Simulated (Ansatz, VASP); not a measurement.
**MoSe in VASP and in Ansatz**

INCAR

```
PREC = Accurate
ENCUT = 520
EDIFF = 1E-7
ISMEAR = 0
SIGMA = 0.1
LREAL = F
LASPH = T
NELM = 150
ALGO = Normal
ISIF = 2
LWAVE = F
LCHARG = F
ISPIN = 2
MAGMOM = 2 0
LORBIT = 11
LMAXMIX = 4
GGA = PE
NBANDS = 21
```

KPOINTS

```
regular mesh
0
Gamma
  6 6 6
```

The input POSCAR:

```
MoSe
1.0
    0.0000000000      2.7087542727      2.7087542727
    2.7087542727      0.0000000000      2.7087542727
    2.7087542727      2.7087542727      0.0000000000
Mo Se
1 1
Direct
    0.0000000000      0.0000000000      0.0000000000
    0.2500000000      0.2500000000      0.2500000000
```

Input for Ansatz:

```yaml
crystal:
  lattice:
    - [0.0, 2.7087542727, 2.7087542727]
    - [2.7087542727, 0.0, 2.7087542727]
    - [2.7087542727, 2.7087542727, 0.0]
  atoms:
    - { symbol: Mo, position: [0.0, 0.0, 0.0], spin: 2.0 }
    - { symbol: Se, position: [0.25, 0.25, 0.25] }
basis:
  ecutwfc: 420
kpoints:
  mp_grid: { grid: [6, 6, 6] }
hamiltonian:
  xc: pbe
scf:
  occupations: { method: gaussian, width: 0.1 }
  lower_state_search: "off"
output:
  forces: true
  stress: true
  eigenvalues: true
  populations: true
magnetization:
  spin_polarized: true
```

Alike in both runs: task single point; functional PBE; k mesh 6 × 6 × 6; occupations gaussian, width 0.1 eV; collinear spin.

```csv
,VASP,Ansatz
version,VASP 6.6.1,Ansatz 0.2.0
potentials or method,"VASP PAW PBE potentials, release 64 (Mo_sv, Se), cutoff 520 eV","scalar-relativistic, plane waves, PAW"
valence electrons in the cell,20,30
```

Ansatz gave:

```
gap on the k mesh at the Fermi level (eV)                     : none
pressure (GPa)                                                : 18.4
net moment per atom (μB)                                      : 0.19
size of the moment on the site where the two differ most (μB) : 0.25
```

What did VASP give for the same quantities?

gap on the k mesh at the Fermi level (eV): none; pressure (GPa): 18.7; net moment per atom (μB): 0.19; size of the moment on the site where the two differ most (μB): 0.34.

Site moments also hang on the region over which each program counts them. A gap of «none» marks a metal or a gap that the smearing closes. VASP's potentials hold 20 valence electrons a cell and Ansatz's 30, so a difference there can come from the potentials and not from the codes.
